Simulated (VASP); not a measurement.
# Si2C (P6/mmm) in VASP: notebook, part 2 of 3

VASP 6.6.1. The steps go on from the part before.

**3. Single point, PBE**

This run uses another cell than the first one, of 14.40 Å³/atom, 1.178 times its volume.

INCAR

```
SYSTEM = Si2C
PREC     = Accurate       ! precision mode
ENCUT    = 520            ! plane-wave cutoff, eV
EDIFF    = 1E-7           ! SCF threshold, eV
ISMEAR   = 0              ! smearing method
SIGMA    = 0.1            ! smearing width, eV
LREAL    = .False.        ! projectors in reciprocal space
LASPH    = .True.         ! aspherical terms in the spheres
NELM     = 60             ! most SCF steps
ALGO     = Normal         ! electronic algorithm
ISIF     = 2              ! what is computed and relaxed
LWAVE    = .False.        ! write WAVECAR
LCHARG   = .False.        ! write CHGCAR
GGA      = PE             ! functional
NBANDS   = 13             ! bands
```

KPOINTS

```
Automatic mesh
0
Gamma
  6 6 4
  0 0 0
```

POSCAR

```
Si2C
1.0
    2.6065567100      0.0000000000      0.0000000000
   -1.3032783600      2.2573443300      0.0000000000
    0.0000000000      0.0000000000      7.3431248300
Si C
2 1
Direct
    0.0000000000      0.0000000000      0.3333333300
    0.0000000000      0.0000000000      0.6666666700
    0.0000000000      0.0000000000      0.0000000000
```

Potentials or basis: VASP PAW PBE potentials, release 64 (Si, C).

On the command line:

```sh
$ cat potpaw_PBE.64/Si/POTCAR potpaw_PBE.64/C/POTCAR > POTCAR
$ mpirun -np 1 vasp_std > vasp.out
```

OUTCAR:

```text
SYSTEM = Si2C
   PREC = Accurate
   ENCUT = 520
   EDIFF = 1E-7
   ISMEAR = 0
   LREAL = .False.
   LASPH = .True.
   NELM = 60
   ISIF = 2
   GGA = PE

 ion  position               nearest neighbor table
   1  0.000  0.000  0.333-   3 2.45   2 2.45
   2  0.000  0.000  0.667-   3 2.45   1 2.45
   3  0.000  0.000  0.000-   1 2.45   2 2.45

  LATTYP: Found a hexagonal cell.
 ALAT       =     2.6065567100
 C/A-ratio  =     2.8171743979

  Lattice vectors:

 A1 = (   2.6065567100,   0.0000000000,   0.0000000000)
 A2 = (  -1.3032783600,   2.2573443300,   0.0000000000)
 A3 = (   0.0000000000,   0.0000000000,   7.3431248300)

Analysis of symmetry for initial positions (statically):
=====================================================================
 Subroutine PRICEL returns:
 Original cell was already a primitive cell.

 Routine SETGRP: Setting up the symmetry group for a
 hexagonal supercell.

 Subroutine GETGRP returns: Found 24 space group operations
 (whereof 24 operations were pure point group operations)
 out of a pool of 24 trial point group operations.

[... 173 lines left out ...]
      4       3.4689      2.00000
      5       3.9315      2.00000
      6      11.1869      0.00000
      7      11.1869      0.00000
      8      13.0247      0.00000
      9      16.5279      0.00000
     10      18.2414      0.00000
     11      18.2414      0.00000
     12      19.9200      0.00000
     13      19.9208      0.00000
[... 306 lines left out ...]
  band No.  band energies     occupation
      1      -0.3905      2.00000
      2       2.0033      2.00000
      3       3.0560      2.00000
      4       3.0560      2.00000
      5       4.2486      2.00000
      6       4.2486      2.00000
      7       5.7620      2.00000
      8       6.4890      2.00000
      9       6.4890      2.00000
     10       6.7322      1.99348
     11      12.5170      0.00000
     12      12.5170      0.00000
     13      12.9286      0.00000

------------------------ aborting loop because EDIFF is reached ----------------------------------------

  FORCE on cell =-STRESS in cart. coord.  units (eV):
  Direction    XX          YY          ZZ          XY          YZ          ZX
  --------------------------------------------------------------------------------------
  -------------------------------------------------------------------------------------
  Total       -3.2537014     -3.2537014     -3.7031574      0.0000000      0.0000000     -0.0000000
  in kB     -120.6541802   -120.6541805   -137.3209675      0.0000003      0.0000000     -0.0000000
  external PRESSURE =    -126.2097761 kB  Pullay stress =       0.0000000 kB

 VOLUME and BASIS-vectors are now :
 -----------------------------------------------------------------------------
  energy-cutoff  :      520.00
  volume of cell :       43.21
      direct lattice vectors                 reciprocal lattice vectors
     2.606556710  0.000000000  0.000000000     0.383647897  0.221499217  0.000000000
    -1.303278360  2.257344330  0.000000000     0.000000000  0.442998433  0.000000000
     0.000000000  0.000000000  7.343124830     0.000000000  0.000000000  0.136181806

 POSITION                                       TOTAL-FORCE (eV/Angst)
 -----------------------------------------------------------------------------------
      0.00000      0.00000      2.44771         0.000000      0.000000     -2.088780
      0.00000      0.00000      4.89542        -0.000000     -0.000000      2.088780
      0.00000      0.00000      0.00000        -0.000000      0.000000      0.000000
 -----------------------------------------------------------------------------------
    total drift:                               -0.000000     -0.000000     -0.000000

  FREE ENERGIE OF THE ION-ELECTRON SYSTEM (eV)
  ---------------------------------------------------
  free  energy   TOTEN  =       -14.7749094428 eV

  energy  without entropy=      -14.7683823180  energy(sigma->0) =      -14.77164588
```

stdout:

```text
POSCAR found type information on POSCAR SiC
 POSCAR found :  2 types and       3 ions
 scaLAPACK will be used
 LDA part: xc-table for (Slater+PW92), standard interpolation
 POSCAR, INCAR and KPOINTS ok, starting setup
 FFT: planning ... GRIDC
 FFT: planning ... GRID_SOFT
 FFT: planning ... GRID
 WAVECAR not read
 entering main loop
```

Run time: 25 s. Hardware: 1 thread of Intel Xeon 8259CL, shared host; peak memory 0.15 GiB.

Results:

```
Free energy            : -14.7749 eV
Pressure               : -12.6 GPa
Largest force          : 2.089 eV/Å
Band gap on the k mesh : zero (band 6 reaches 11.19 eV, above the bottom of band 7 at 4.82 eV)
```

Forces on the atoms (eV/Å):
```
Si   0.000  0.000 -2.089
Si   0.000  0.000  2.089
C    0.000  0.000  0.000
```

Stress tensor (GPa, compression positive):
```
-12.07   0.00   0.00
  0.00 -12.07   0.00
  0.00   0.00 -13.73
```

Caveat: the k points lie up to 0.46 Å⁻¹ apart; forces of over 1 eV/Å act on the atoms, so gaps and moduli don't describe the material at rest.

**4. Relaxation of cell and atoms, PBE**

This run uses another cell than the first one, of 14.40 Å³/atom, 1.178 times its volume.

INCAR

```
SYSTEM = Si2C
PREC = Accurate ; ENCUT = 600
EDIFF = 1E-7 ; ISMEAR = 0
SIGMA = 0.1 ; LREAL = .False.
LASPH = .True. ; NELM = 60
ALGO = Normal ; ISIF = 3
LWAVE = .False. ; LCHARG = .False.
GGA = PE ; IBRION = 2
NSW = 90 ; EDIFFG = -0.04
```

KPOINTS is that of step 3.

POSCAR is that of step 3.

Potentials or basis: VASP PAW PBE potentials, release 64 (Si, C).

On the command line:

```sh
$ cat potpaw_PBE.64/Si/POTCAR potpaw_PBE.64/C/POTCAR > POTCAR
$ mpirun -np 1 vasp_std > vasp.out
```

OUTCAR:

```text
SYSTEM = Si2C
   PREC = Accurate
   ENCUT = 600
   EDIFF = 1E-7
   ISMEAR = 0
   LREAL = .False.
   LASPH = .True.
   NELM = 60
   ISIF = 3
   GGA = PE
   IBRION = 2
   NSW = 90
   EDIFFG = -0.04

 ion  position               nearest neighbor table
   1  0.000  0.000  0.333-   3 2.45   2 2.45
   2  0.000  0.000  0.667-   3 2.45   1 2.45
   3  0.000  0.000  0.000-   1 2.45   2 2.45

  LATTYP: Found a hexagonal cell.
 ALAT       =     2.6065567100
 C/A-ratio  =     2.8171743979

  Lattice vectors:

 A1 = (   2.6065567100,   0.0000000000,   0.0000000000)
 A2 = (  -1.3032783600,   2.2573443300,   0.0000000000)
 A3 = (   0.0000000000,   0.0000000000,   7.3431248300)

Analysis of symmetry for initial positions (statically):
=====================================================================
 Subroutine PRICEL returns:
 Original cell was already a primitive cell.

 Routine SETGRP: Setting up the symmetry group for a
 hexagonal supercell.

 Subroutine GETGRP returns: Found 24 space group operations
 (whereof 24 operations were pure point group operations)
 out of a pool of 24 trial point group operations.

The static configuration has the point symmetry D_6h.

Analysis of symmetry for dynamics (positions and initial velocities):
=====================================================================
 Subroutine PRICEL returns:
 Original cell was already a primitive cell.

 Routine SETGRP: Setting up the symmetry group for a
 hexagonal supercell.

 Subroutine GETGRP returns: Found 24 space group operations
 (whereof 24 operations were pure point group operations)
 out of a pool of 24 trial point group operations.

The dynamic configuration has the point symmetry D_6h.

 Subroutine INISYM returns: Found 24 space group operations
 (whereof 24 operations are pure point group operations),
 and found     1 'primitive' translations

----------------------------------------------------------------------------------------

                                     Primitive cell

  volume of cell :      43.2062
[... 136 lines left out ...]

  energy without entropy =      -14.76849299  energy(sigma->0) =      -14.77175654

------------------------ aborting loop because EDIFF is reached ----------------------------------------

  FORCE on cell =-STRESS in cart. coord.  units (eV):
  Direction    XX          YY          ZZ          XY          YZ          ZX
  --------------------------------------------------------------------------------------
  -------------------------------------------------------------------------------------
  Total       -3.2567893     -3.2567893     -3.7085825      0.0000000     -0.0000000      0.0000000
  in kB     -120.7686871   -120.7686874   -137.5221402      0.0000003     -0.0000000      0.0000000
  external PRESSURE =    -126.3531716 kB  Pullay stress =       0.0000000 kB
[... 92 lines left out ...]
  FREE ENERGIE OF THE ION-ELECTRON SYSTEM (eV)
  ---------------------------------------------------
  free  energy   TOTEN  =       -15.6675343272 eV

  energy  without entropy=      -15.6613107850  energy(sigma->0) =      -15.66442256

 E-fermi :  10.0175     XC(G=0): -11.5081

 val. band max:        9.6971840989   @ k =   0.5000   0.0000   0.2500
 cond. band min:      10.0742292044   @ k =   0.1667   0.1667   0.0000
 fundamental gap:      0.3770451055
 Fermi energy:        10.0174508511

 k-point     1 :       0.0000    0.0000    0.0000
  band No.  band energies     occupation
      1      -6.3599      2.00000
      2      -2.9229      2.00000
      3      -1.6417      2.00000
      4       6.0323      2.00000
      5       9.3474      2.00000
      6      13.0636      0.00000
      7      13.0636      0.00000
      8      19.7992      0.00000
      9      22.6945      0.00000
     10      22.8161      0.00000
[... 248 lines left out ...]
 k-point    21 :       0.3333    0.3333    0.5000
  band No.  band energies     occupation
      1      -0.3831      2.00000
      2       3.4709      2.00000
      3       4.6022      2.00000
      4       4.6022      2.00000
      5       5.7001      2.00000
      6       5.7001      2.00000
      7       7.5608      2.00000
      8      10.4409      0.00000
      9      10.4409      0.00000
     10      12.0147      0.00000

[... ionic steps 4 to 10 ...]

--------------------------------------- Ionic step       11  -------------------------------------------

 number of electron      12.0000000 magnetization

------------------------ aborting loop because EDIFF is reached ----------------------------------------
[... 69 lines left out ...]
--------------------------------------- Ionic step       13  -------------------------------------------

 number of electron      12.0000000 magnetization

 Free energy of the ion-electron system (eV)
  ---------------------------------------------------
  ext. energy  EPLUGINS =         0.00000000
  ---------------------------------------------------
  free energy    TOTEN  =       -16.59883667 eV

  energy without entropy =      -16.59669413  energy(sigma->0) =      -16.59776540

 E-fermi :   9.2131     XC(G=0): -11.2834

 val. band max:        8.8457608851   @ k =   0.5000   0.0000   0.2500
 cond. band min:       9.2435096109   @ k =   0.3333   0.0000   0.0000
 fundamental gap:      0.3977487258
 Fermi energy:         9.2130525704

 k-point     1 :       0.0000    0.0000    0.0000
  band No.  band energies     occupation
      1      -6.4222      2.00000
      2      -3.1659      2.00000
      3      -2.1557      2.00000
      4       5.5497      2.00000
      5       8.3888      2.00000
      6      12.3537      0.00000
      7      12.3537      0.00000
      8      18.8324      0.00000
      9      21.0672      0.00000
     10      21.8196      0.00000
[... 288 lines left out ...]
  FREE ENERGIE OF THE ION-ELECTRON SYSTEM (eV)
  ---------------------------------------------------
  free  energy   TOTEN  =       -16.5988366727 eV

  energy  without entropy=      -16.5966941285  energy(sigma->0) =      -16.59776540

 reached required accuracy - stopping structural energy minimisation
```

OSZICAR:

```text
N       E                     dE             d eps       ncg     rms          rms(c)
DAV:   1     0.181945488887E+02    0.18195E+02   -0.56362E+03   420   0.116E+03
DAV:   2    -0.132258129541E+02   -0.31420E+02   -0.29373E+02   604   0.126E+02
DAV:   3    -0.147837578108E+02   -0.15579E+01   -0.14551E+01   526   0.252E+01
[... 128 lines left out ...]
DAV:   2    -0.165988638492E+02    0.86863E-04   -0.11254E-03   470   0.290E-01    0.316E-02
DAV:   3    -0.165988450186E+02    0.18831E-04   -0.10957E-04   452   0.851E-02    0.216E-02
DAV:   4    -0.165988370891E+02    0.79295E-05   -0.15781E-05   478   0.284E-02    0.786E-03
DAV:   5    -0.165988365888E+02    0.50030E-06   -0.35625E-06   450   0.148E-02    0.304E-03
DAV:   6    -0.165988366727E+02   -0.83941E-07   -0.34393E-07   380   0.484E-03
  13 F= -.16598837E+02 E0= -.16597765E+02  d E =-.455192E-03
```

CONTCAR:

```text
Si2C
   1.00000000000000
     2.5946012518245265    0.0000000001607987    0.0000000000000000
    -1.2973006307500741    2.2469905992608559   -0.0000000000000000
    -0.0000000000000000    0.0000000000000000    6.2968199025297125
  Si              C
     2     1
Direct
     0.0000000000000000    0.0000000000000000    0.2954559124065552
     0.0000000000000000    0.0000000000000000    0.7045440875934449
     0.0000000000000000    0.0000000000000000    1.0000000000000000

  0.00000000E+00  0.00000000E+00  0.00000000E+00
  0.00000000E+00  0.00000000E+00  0.00000000E+00
  0.00000000E+00  0.00000000E+00  0.00000000E+00
```

Wall time 3.4 min (1 thread of Intel Xeon 8259CL, shared host); peak memory 0.18 GiB.

What came out:

```
Free energy                            : -16.5988 eV
Relaxed volume                         : 12.24 Å³/atom
Relaxed cell                           : a = 2.595 Å, b = 2.595 Å, c = 6.297 Å, α = 90.00°, β = 90.00°, γ = 120.00°
Space group after relaxing (to 0.05 Å) : P6/mmm (No. 191)
Energy gained by relaxing              : 607.9 meV/atom
Ionic steps                            : 13
Pressure after relaxing                : -0.4 GPa
Largest force after relaxing           : 0.005 eV/Å
Band gap on the k mesh                 : zero (band 6 reaches 12.36 eV, above the bottom of band 7 at 6.08 eV)
```

Forces on the atoms (eV/Å):
```
Si   0.000  0.000 -0.005
Si   0.000  0.000  0.005
C    0.000  0.000  0.000
```

Step by step:
```
step  energy change (eV)  largest force (eV/Å)  pressure (GPa)  volume (Å³)
   1              0.0000                2.0889          -12.64        43.21
   2             -0.7824                1.7821           -2.41        36.49
   3             -0.8925                1.3472            9.74        33.53
   4             -1.4761                0.2090           19.68        32.34
   5             -1.4891                0.3981           22.62        32.16
   6             -1.6380                1.7754            9.29        36.43
   7             -1.7014                1.3836           12.59        34.68
   8             -1.7615                0.5482           -7.16        38.23
   9             -1.8189                0.1620           -0.16        36.69
  10             -1.8189                0.1841            0.05        36.65
  11             -1.8228                0.1269           -0.14        36.72
  12             -1.8234                0.0894           -0.23        36.76
  13             -1.8238                0.0045           -0.35        36.71
```

Final structure:
```yaml
crystal:
  lattice:
    - [2.59460, 0.00000, 0.00000]
    - [-1.29730, 2.24699, 0.00000]
    - [0.00000, 0.00000, 6.29682]
  atoms:
    - { symbol: Si, position: [0.00000, 0.00000, 0.29546] }
    - { symbol: Si, position: [0.00000, 0.00000, 0.70454] }
    - { symbol: C, position: [0.00000, 0.00000, 0.00000] }
```

Levels at points of the mesh, in eV from the Fermi level:
```tsv
k point	band 2	band 3	band 4	band 5	band 6	band 7	band 8	band 9	band 10
(0.00, 0.00, 0.00)	-12.38	-11.37	-3.66	-0.82	3.14	3.14	9.62	11.85	12.61
(0.50, 0.00, 0.00)	-7.51	-6.85	-5.55	-4.79	-3.44	0.66	1.11	4.00	6.57
(0.00, 0.00, 0.50)	-13.92	-8.14	-7.49	2.72	3.14	3.14	6.47	11.19	11.19
(0.50, 0.00, 0.50)	-7.76	-6.94	-6.37	-3.57	-1.52	-1.46	1.14	3.07	5.29
```

Caveat: the k points lie up to 0.47 Å⁻¹ apart in the final cell; the volume moved by over 15 % at a fixed basis, so the end points are rough.

[end of part 2 of 3]
